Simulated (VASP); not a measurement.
Set up this calculation in VASP 6.6.1, as the native input.

- Task: relaxation of the atoms
- Functional: LDA
- Potentials or basis: VASP PAW LDA potentials, release 64 (W_sv, C)
- Cutoff: 520 eV
- k mesh: 12 × 12 × 1
- Occupations: gaussian, width 0.1 eV
- Spin: no spin polarisation
- Dipole correction: yes
- Atoms held fixed (from 0): [0, 1, 2]
- Further INCAR settings: ALGO = Normal; EDIFF = 1e-07; NELMDL = -8; IBRION = 2; EDIFFG = -0.025; NSW = 36
- Atoms held along some axes (from 0): atom 3 along a and b

The structure of W3C lies in POSCAR:

```
W3C
1.0
    2.8090103839      0.0000000000      0.0000000000
   -1.4045051920      2.4326743520      0.0000000000
    0.0000000000      0.0000000000     20.1144288635
W C
3 1
Selective dynamics
Direct
    0.6666666667      0.3333333333      0.1988622211  F F F
    0.3333333333      0.6666666667      0.3135698338  F F F
    0.0000000000      0.0000000000      0.4282711143  F F F
    0.0000000000      0.3333333333      0.5137233542  F F T
```

One way to write it, as run:

INCAR

```
SYSTEM = W3C
PREC     = Accurate       ! precision mode
ENCUT    = 520            ! plane-wave cutoff, eV
EDIFF    = 1E-7           ! SCF threshold, eV
ISMEAR   = 0              ! smearing method
SIGMA    = 0.1            ! smearing width, eV
LREAL    = .False.        ! projectors in reciprocal space
LASPH    = .True.         ! aspherical terms in the spheres
NELM     = 120            ! most SCF steps
ALGO     = Normal         ! electronic algorithm
ISIF     = 2              ! what is computed and relaxed
LWAVE    = .False.        ! write WAVECAR
LCHARG   = .False.        ! write CHGCAR
LDIPOL   = .True.       
IDIPOL   = 3            
DIPOL    = 0.5 0.5 0.364
IBRION   = 2              ! ionic algorithm
NSW      = 36             ! ionic steps
EDIFFG   = -0.025         ! ionic threshold
GGA_COMPAT= .False.      
NELMIN   = 4            
NELMDL   = -8           
KPAR     = 4
```

KPOINTS

```
Automatic mesh
0
Gamma
  12 12 1
  0 0 0
```

Potentials or basis: VASP PAW LDA potentials, release 64 (W_sv, C).

Run with:

```console
$ cat potpaw_LDA.64/W_sv/POTCAR potpaw_LDA.64/C/POTCAR > POTCAR
$ mpirun -np 4 vasp_std > vasp.out
```

Results of the run:

```
Energy gained by relaxing : 45.1 meV/atom
Ionic steps               : 4
Band gap on the k mesh    : zero (bands 23 and 24 overlap by 0.95 eV)
```

Caveat: spin-orbit coupling is left out, which moves the levels of the heavy elements.

Run time: 5.9 min on 4 MPI ranks on Intel(R) Xeon(R) Platinum 8259CL CPU @ 2.50GHz (Skylake/Cascade Lake) (shared host), peak memory 0.4 GiB a rank.
